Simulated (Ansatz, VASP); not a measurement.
## CdSe in VASP and in Ansatz

INCAR

```
ALGO     = Normal         # electronic algorithm
EDIFF    = 1E-6           # SCF threshold, eV
ENCUT    = 520            # plane-wave cutoff, eV
GGA      = PE             # functional
ISIF     = 2              # what is computed and relaxed
ISMEAR   = 0              # smearing method
LASPH    = T              # aspherical terms in the spheres
LCHARG   = F              # write CHGCAR
LREAL    = F              # projectors in reciprocal space
LWAVE    = F              # write WAVECAR
NBANDS   = 26             # bands
NELM     = 80             # most SCF steps
PREC     = Accurate       # precision mode
SIGMA    = 0.1            # smearing width, eV
```

Contents of KPOINTS:

```
k-points
0
Gamma
  6 6 4
```

File POSCAR:

```
CdSe
1.0
    3.9146797200      0.0000000000      0.0000000000
   -1.9573398600      3.3902120900      0.0000000000
    0.0000000000      0.0000000000      6.4497857000
Cd Se
2 2
Direct
    0.0000000000      0.0000000000      0.0000000000
    0.0000000000      0.0000000000      0.5000000000
    0.3333333300      0.6666666700      0.7500000000
    0.6666666700      0.3333333300      0.2500000000
```

Input for Ansatz:

```yaml
crystal:
  lattice:
    - [3.91467972, 0.0, 0.0]
    - [-1.95733986, 3.39021209, 0.0]
    - [0.0, 0.0, 6.4497857]
  atoms:
    - { symbol: Cd, position: [0.0, 0.0, 0.0] }
    - { symbol: Cd, position: [0.0, 0.0, 0.5] }
    - { symbol: Se, position: [0.33333333, 0.66666667, 0.75] }
    - { symbol: Se, position: [0.66666667, 0.33333333, 0.25] }
basis:
  ecutwfc: 420
kpoints:
  mp_grid: { grid: [6, 6, 4] }
hamiltonian:
  xc: pbe
scf:
  occupations: { method: gaussian, width: 0.1 }
  lower_state_search: "off"
output:
  forces: true
  stress: true
  eigenvalues: true
```

Alike in both runs: task single point; functional PBE; k mesh 6 × 6 × 4; occupations gaussian, width 0.1 eV; no spin polarisation.

```csv
,VASP,Ansatz
version,VASP 6.6.1,Ansatz 0.2.0
potentials or method,"VASP PAW PBE potentials, release 64 (Cd, Se), cutoff 520 eV","scalar-relativistic, plane waves, PAW"
valence electrons in the cell,36,72
```

```csv
,VASP,Ansatz,Ansatz less VASP
gap on the k mesh at the Fermi level (eV),0.25,0.27,+0.017
least direct gap on the mesh (eV),0.30,0.30,+0.004
pressure (GPa),9.3,8.8,-0.54
"traceless stress, the component that is largest in VASP (GPa)",0.52,0.51,-0.007
```

VASP's potentials hold 36 valence electrons a cell and Ansatz's 72, so a difference there can come from the potentials and not from the codes.
